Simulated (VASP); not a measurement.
Runs of VASP 6.6.1 on Al. The structure is that of space group Fm-3m (No. 225), or close to it. The cells are those of the table. 

| cell | gap on the mesh (eV) | pressure (GPa) |
| --- | --- | --- |
| a = 3.091 Å, angles 60.0°, 1 atom | none | -13.0 |
| a = 2.691, b = 2.691, c = 2.633 Å, angles 60.7, 60.7, 58.6°, 1 atom | none | 21.9 |
| a = 2.806, b = 2.806, c = 2.748 Å, angles 60.7, 60.7, 58.6°, 1 atom | none | 3.9 |
| a = 2.748 Å, angles 60.0°, 1 atom | none | 8.6 |
| a = 3.035, b = 3.035, c = 2.977 Å, angles 60.6, 60.6, 58.7°, 1 atom | none | (b) |
| a = 2.750, b = 2.750, c = 2.633 Å, angles 61.4, 61.4, 57.2°, 1 atom | none | (a) |
| a = 3.035, b = 3.035, c = 3.091 Å, angles 59.4, 59.4, 61.2°, 1 atom | none | -12.4 |
| a = 2.691, b = 2.691, c = 2.748 Å, angles 59.3, 59.3, 61.4°, 1 atom | none | 14.7 |

Alike in all rows: task single point; level r2SCAN; potentials or basis VASP PAW PBE potentials, release 64 (Al); no spin polarisation; k mesh 20 × 20 × 20; cutoff (eV) 520; smearing gaussian 0.15 eV.

Q: Estimate the missing entries.

A: (a) 15.6; (b) -11.5.

Caveats: the PAW data sets were made with another functional, which shifts forces and pressure a little.

A gap of «none» marks levels without a gap at the run's occupations.
